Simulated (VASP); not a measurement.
Runs of VASP 6.6.1 on Be3TeO2. The structure is that of space group Cmmm (No. 65), or close to it. The cells are those of the table. 

```tsv
task	cell	k mesh	cutoff (eV)	gap on the mesh (eV)	pressure (GPa)	relaxed volume (Å³/atom)
single point	a = 6.468, b = 6.468, c = 2.687 Å, angles 90.0, 90.0, 137.6°, 6 atoms	4 × 4 × 4	520	none	(a)	-
relaxation of cell and atoms	relaxed from a = 4.746, b = 4.746, c = 3.805 Å, angles 90.0, 90.0, 121.9°, 6 atoms	4 × 4 × 4	600	none	0.0	11.91
single point	a = 6.972, b = 6.972, c = 2.558 Å, angles 90.0, 90.0, 139.5°, 6 atoms	4 × 4 × 6	520	none	0.2	-
single point	a = 7.170, b = 7.170, c = 2.558 Å, angles 90.0, 90.0, 140.9°, 6 atoms	8 × 8 × 14	520	none	0.2	-
relaxation of cell and atoms	relaxed from a = 6.468, b = 6.468, c = 2.687 Å, angles 90.0, 90.0, 137.6°, 6 atoms	4 × 4 × 6	600	none	0.1	13.47
```

Alike in all rows: level PBE; potentials or basis VASP PAW PBE potentials, release 64 (Be, Te, O); no spin polarisation; smearing gaussian 0.1 eV.

Question: Estimate the missing entries.

Answer: (a) 0.3.

Caveats: some runs use coarse meshes; spin-orbit coupling is left out, which moves the levels of the heavy elements.

A k mesh can miss the band edges, and the runs leave out spin-orbit coupling on Te.

A gap of «none» marks levels without a gap at the run's occupations.
